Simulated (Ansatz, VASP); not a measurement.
CdIn3 in VASP and in Ansatz

```
Cd In
1.0
     5.26871    0.00000    0.00000
     2.63436    4.56284    0.00000
     2.63436    1.52095    4.30189
Cd In
1 3
Direct
  0.00000 0.00000 0.00000
  0.25000 0.25000 0.25000
  0.75000 0.75000 0.75000
  0.50000 0.50000 0.50000
```

Alike in both runs: task single point; functional LDA; k mesh 5 × 5 × 5; occupations gaussian, width 0.1 eV; no spin polarisation.

|  | VASP | Ansatz |
| --- | --- | --- |
| version | VASP 6.6.1 | Ansatz 0.2.0 |
| potentials or method | VASP PAW LDA potentials, release 64 (Cd, In_d), cutoff 520 eV | plane waves, PAW |
| valence electrons in the cell | 51 | 59 |

|  | VASP | Ansatz | Ansatz less VASP |
| --- | --- | --- | --- |
| pressure (GPa) | -3.0 | -3.1 | -0.09 |

LDA's correlation is that of Perdew and Zunger in VASP and of Perdew and Wang (1992) in Ansatz. VASP's potentials hold 51 valence electrons a cell and Ansatz's 59, so a difference there can come from the potentials and not from the codes.
